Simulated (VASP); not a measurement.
# Zr (P6_3/mmc) in VASP: further runs, part 2 of 2

VASP 6.6.1.

## (3) Single point, PBE (17.77 Å³/atom)

This run uses another cell than the first one, of 17.77 Å³/atom.

The input, INCAR:

```
SYSTEM = Zr
ALGO = Normal
EDIFF = 1E-7
ENCUT = 520
GGA = PE
ISIF = 2
ISMEAR = -1
LASPH = .TRUE.
LCHARG = .TRUE.
LELF = .TRUE.
LREAL = .FALSE.
LVHAR = .TRUE.
LWAVE = .FALSE.
NBANDS = 19
NELM = 80
PREC = Accurate
SIGMA = 0.05
```

The input, KPOINTS:

```
k-points
0
G
  15 15 8
  0 0 0
```

The input, POSCAR:

```
Zr
1.0
    2.8958378304      0.0000000000      0.0000000000
   -1.4479189152      2.5078691264      0.0000000000
    0.0000000000      0.0000000000      4.8944655075
Zr
2
Direct
    0.3333333333      0.6666666667      0.2500000000
    0.6666666667      0.3333333333      0.7500000000
```

Potentials or basis: VASP PAW PBE potentials, release 64 (Zr_sv).

Run with:

```sh
$ cat potpaw_PBE.64/Zr_sv/POTCAR > POTCAR
$ mpirun -np 1 vasp_std > vasp.out
```

OUTCAR:

```text
SYSTEM = Zr
   EDIFF = 1E-7
   ENCUT = 520
   GGA = PE
   ISIF = 2
   ISMEAR = -1
   LASPH = .TRUE.
   LREAL = .FALSE.
   NELM = 80
   PREC = Accurate

 ion  position               nearest neighbor table
   1  0.333  0.667  0.250-   2 2.96   2 2.96   2 2.96   2 2.96   2 2.96   2 2.96
   2  0.667  0.333  0.750-   1 2.96   1 2.96   1 2.96   1 2.96   1 2.96   1 2.96

  LATTYP: Found a hexagonal cell.
 ALAT       =     2.8958378304
 C/A-ratio  =     1.6901725145

  Lattice vectors:

 A1 = (   2.8958378304,   0.0000000000,   0.0000000000)
 A2 = (  -1.4479189152,   2.5078691264,   0.0000000000)
 A3 = (   0.0000000000,   0.0000000000,   4.8944655075)

Analysis of symmetry for initial positions (statically):
=====================================================================
 Subroutine PRICEL returns:
 Original cell was already a primitive cell.

 Routine SETGRP: Setting up the symmetry group for a
 hexagonal supercell.

 Subroutine GETGRP returns: Found 24 space group operations
 (whereof 12 operations were pure point group operations)
 out of a pool of 24 trial point group operations.

The static configuration has the point symmetry D_3d.
 The point group associated with its full space group is D_6h.

Analysis of symmetry for dynamics (positions and initial velocities):
=====================================================================
 Subroutine PRICEL returns:
 Original cell was already a primitive cell.

 Routine SETGRP: Setting up the symmetry group for a
 hexagonal supercell.

 Subroutine GETGRP returns: Found 24 space group operations
 (whereof 12 operations were pure point group operations)
 out of a pool of 24 trial point group operations.

The dynamic configuration has the point symmetry D_3d.
 The point group associated with its full space group is D_6h.

 Subroutine INISYM returns: Found 24 space group operations
 (whereof 12 operations are pure point group operations),
[... 111 lines left out ...]
   ISMEAR =    -1;   SIGMA  =   0.05  broadening in eV -4-tet -1-fermi 0-gaus
   EFERMI_NEDOS =   21; number of points for ismear=-14 and -15
   IALGO  =     38    algorithm
   IMIX   =      4    mixing-type and parameters
     AMIX     =   0.40;   BMIX     =  1.00
     AMIX_MAG =   1.60;   BMIX_MAG =  1.00
  volume/ion in A,a.u.               =      17.77       119.94
  Fermi-wavevector in a.u.,A,eV,Ry     =   1.436207  2.714038 28.064619  2.062691
  Thomas-Fermi vector in A             =   2.555421
   LORBIT       =      0    0 simple, 1 ext, 2 COOP (PROOUT), +10 PAW based schemes
   GGA     = PE    functional components
   LHFCALC =     F    Hartree Fock is set to
   AEXX    =    0.0000 exact exchange contribution
   IVDW    =     0    specifies the selected vdW correction
   LEPSILON=     F    determine dielectric tensor
   LRPA    =     F    only Hartree local field effects (RPA)
 non-spin polarized calculation
  energy-cutoff  :      520.00
  volume of cell :       35.55
 maximum number of plane-waves:       984
 NGX is ok and might be reduce to    24
   NGX = 11   NGY = 11   NGZ = 19

 number of electron      24.0000000 magnetization

 Free energy of the ion-electron system (eV)
  ---------------------------------------------------
  ext. energy  EPLUGINS =         0.00000000
  ---------------------------------------------------
  free energy    TOTEN  =       -15.91865767 eV

  energy without entropy =      -15.90355800  energy(sigma->0) =      -15.91110783

 E-fermi :  12.2899     XC(G=0): -12.3716

 val. band max:       12.2869585402   @ k =   0.3333   0.0667   0.0000
 cond. band min:      12.2920513254   @ k =   0.1333   0.0667   0.0000
 fundamental gap:      0.0050927852
 Fermi energy:        12.2899474255

 k-point     1 :       0.0000    0.0000    0.0000
  band No.  band energies     occupation
      1     -36.1604      2.00000
      2     -35.7975      2.00000
      3     -15.1848      2.00000
      4     -13.2377      2.00000
      5     -13.2377      2.00000
      6     -13.1457      2.00000
[... 505 lines left out ...]
      6     -14.0772      2.00000
[... 11 lines left out ...]
     18      18.4795      0.00000
     19      21.5584      0.00000

 [... further k-points ...]

------------------------ aborting loop because EDIFF is reached ----------------------------------------

  FORCE on cell =-STRESS in cart. coord.  units (eV):
  Direction    XX          YY          ZZ          XY          YZ          ZX
  --------------------------------------------------------------------------------------
  -------------------------------------------------------------------------------------
  Total        8.5842096      8.5842096      8.5590844     -0.0000000      0.0000000      0.0000000
  in kB      386.9247556    386.9247556    385.7922609     -0.0000000      0.0000000      0.0000000
  external PRESSURE =     386.5472574 kB  Pullay stress =       0.0000000 kB

 VOLUME and BASIS-vectors are now :
 -----------------------------------------------------------------------------
  energy-cutoff  :      520.00
  volume of cell :       35.55
      direct lattice vectors                 reciprocal lattice vectors
     2.895837830  0.000000000  0.000000000     0.345323205  0.199372445  0.000000000
    -1.447918915  2.507869126  0.000000000     0.000000000  0.398744890  0.000000000
     0.000000000  0.000000000  4.894465507     0.000000000  0.000000000  0.204312401

 POSITION                                       TOTAL-FORCE (eV/Angst)
 -----------------------------------------------------------------------------------
     -0.00000      1.67191      1.22362         0.000000     -0.000000      0.000000
      1.44792      0.83596      3.67085        -0.000000      0.000000      0.000000
 -----------------------------------------------------------------------------------
    total drift:                               -0.000000      0.000000     -0.000000

  FREE ENERGIE OF THE ION-ELECTRON SYSTEM (eV)
  ---------------------------------------------------
  free  energy   TOTEN  =       -15.9186576703 eV

  energy  without entropy=      -15.9035579952  energy(sigma->0) =      -15.91110783
```

OSZICAR:

```text
N       E                     dE             d eps       ncg     rms          rms(c)
DAV:   1     0.225201950409E+03    0.22520E+03   -0.13628E+04  5130   0.130E+03
DAV:   2     0.123145045778E+00   -0.22508E+03   -0.22034E+03  5918   0.381E+02
DAV:   3    -0.159138676267E+02   -0.16037E+02   -0.15861E+02  9106   0.754E+01
DAV:   4    -0.162716526989E+02   -0.35779E+00   -0.35681E+00  5947   0.114E+01
DAV:   5    -0.162802290180E+02   -0.85763E-02   -0.85754E-02  7357   0.130E+00    0.241E+01
DAV:   6    -0.159410200559E+02    0.33921E+00   -0.58657E-01  6195   0.646E+00    0.111E+01
DAV:   7    -0.159089070667E+02    0.32113E-01   -0.47193E-01  7418   0.505E+00    0.123E+00
DAV:   8    -0.159190217221E+02   -0.10115E-01   -0.61935E-02  6610   0.208E+00    0.197E-01
DAV:   9    -0.159187143397E+02    0.30738E-03   -0.20240E-03  5806   0.433E-01    0.458E-02
DAV:  10    -0.159186585614E+02    0.55778E-04   -0.10571E-04  6809   0.856E-02    0.156E-02
DAV:  11    -0.159186580146E+02    0.54680E-06   -0.42033E-06  5742   0.179E-02    0.271E-03
DAV:  12    -0.159186578101E+02    0.20446E-06   -0.56472E-07  4961   0.562E-03    0.106E-03
DAV:  13    -0.159186576835E+02    0.12659E-06   -0.27539E-08  3141   0.161E-03    0.608E-04
DAV:  14    -0.159186576703E+02    0.13233E-07   -0.67387E-09  3021   0.746E-04
   1 F= -.15918658E+02 E0= -.15911108E+02  d E =-.150997E-01
```

stdout:

```text
POSCAR found type information on POSCAR Zr
 POSCAR found :  1 types and       2 ions
 scaLAPACK will be used
 LDA part: xc-table for (Slater+PW92), standard interpolation
 POSCAR, INCAR and KPOINTS ok, starting setup
 FFT: planning ... GRIDC
 FFT: planning ... GRID_SOFT
 FFT: planning ... GRID
 WAVECAR not read
 entering main loop
```

It took 70 s on 1 thread of Intel Xeon 8259CL, shared host; peak memory 0.21 GiB.

What came out:

```yaml
Free_energy: -15.9187 eV
Pressure: 38.7 GPa
Band_gap_on_the_k_mesh: zero (bands 12 and 13 overlap by 1.38 eV)
```

Levels at points of the mesh, in eV from the Fermi level:
```csv
k point,band 8,band 9,band 10,band 11,band 12,band 13,band 14,band 15,band 16,band 17
"(0.00, 0.00, 0.00)",-25.30,-5.84,-3.68,0.44,1.01,1.01,1.82,1.82,2.10,3.25
"(0.00, 0.00, 0.50)",-25.42,-3.95,-3.95,-0.20,-0.20,1.01,1.01,1.01,1.01,5.31
```

Caveat: the cell stands under pressure.
